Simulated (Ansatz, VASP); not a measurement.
**One calculation of MgO, two programs**

Contents of INCAR:

```
ALGO = Normal
EDIFF = 1E-6
ENCUT = 520
GGA = PS
ISIF = 2
ISMEAR = 0
LASPH = T
LCHARG = T
LELF = T
LREAL = F
LVHAR = T
LWAVE = F
NBANDS = 26
NELM = 80
PREC = Accurate
SIGMA = 0.05
```

Contents of KPOINTS:

```
k-points
0
Gamma
  9 9 4
```

File POSCAR:

```
MgO
1.0
    3.2553371795      0.0000000000      0.0000000000
   -1.6276685897      2.8192046953      0.0000000000
    0.0000000000      0.0000000000     10.4149514991
Mg O
4 4
Direct
    0.3333333333      0.6666666667      0.9695963559
    0.0000000000      0.0000000000      0.2209473890
    0.0000000000      0.0000000000      0.7209473890
    0.6666666667      0.3333333333      0.4695963559
    0.3333333333      0.6666666667      0.7799156657
   -0.1597376773      0.0000000000      0.5919490456
    0.0000000000      0.0000000000      0.0295387694
    0.6666666667      0.3333333333      0.2799156657
```

Input for Ansatz:

```yaml
crystal:
  lattice:
    - [3.2553371795, 0.0, 0.0]
    - [-1.6276685897, 2.8192046953, 0.0]
    - [0.0, 0.0, 10.4149514991]
  atoms:
    - { symbol: Mg, position: [0.3333333333, 0.6666666667, 0.9695963559] }
    - { symbol: Mg, position: [0.0, 0.0, 0.220947389] }
    - { symbol: Mg, position: [0.0, 0.0, 0.720947389] }
    - { symbol: Mg, position: [0.6666666667, 0.3333333333, 0.4695963559] }
    - { symbol: O, position: [0.3333333333, 0.6666666667, 0.7799156657] }
    - { symbol: O, position: [-0.1597376773, 0.0, 0.5919490456] }
    - { symbol: O, position: [0.0, 0.0, 0.0295387694] }
    - { symbol: O, position: [0.6666666667, 0.3333333333, 0.2799156657] }
basis:
  ecutwfc: 420
kpoints:
  mp_grid: { grid: [9, 9, 4] }
hamiltonian:
  xc: pbesol
  pseudopotentials: { kind: paw, azcp: { folder: soft_1 } }
scf:
  occupations: { method: gaussian, width: 0.05 }
output:
  forces: true
  stress: true
  eigenvalues: true
```

Alike in both runs: task single point; functional PBEsol; k mesh 9 × 9 × 4; occupations gaussian, width 0.05 eV; no spin polarisation.

|  | VASP | Ansatz |
| --- | --- | --- |
| version | VASP 6.6.1 | Ansatz 0.2.0 |
| potentials or method | VASP PAW PBE potentials, release 64 (Mg, O), cutoff 520 eV | scalar-relativistic, plane waves, PAW |
| valence electrons in the cell | 32 | 64 |

```csv
,VASP,Ansatz,Ansatz less VASP
gap on the k mesh at the Fermi level (eV),0.68,0.74,+0.055
least direct gap on the mesh (eV),0.68,0.74,+0.055
pressure (GPa),15.7,14.7,-1.03
"traceless stress, the component that is largest in VASP (GPa)",24.20,22.31,-1.888
rms of the force components (eV/Å),6.419,5.984,-0.4351
```

VASP's potentials were made for PBE, not for PBEsol, and Ansatz warns of the same on its side. Atom by atom the forces differ by 0.441 eV/Å (rms over components). With one functional, cell and mesh, what is left measures potentials, basis and numerics. VASP's potentials hold 32 valence electrons a cell and Ansatz's 64, so a difference there can come from the potentials and not from the codes.
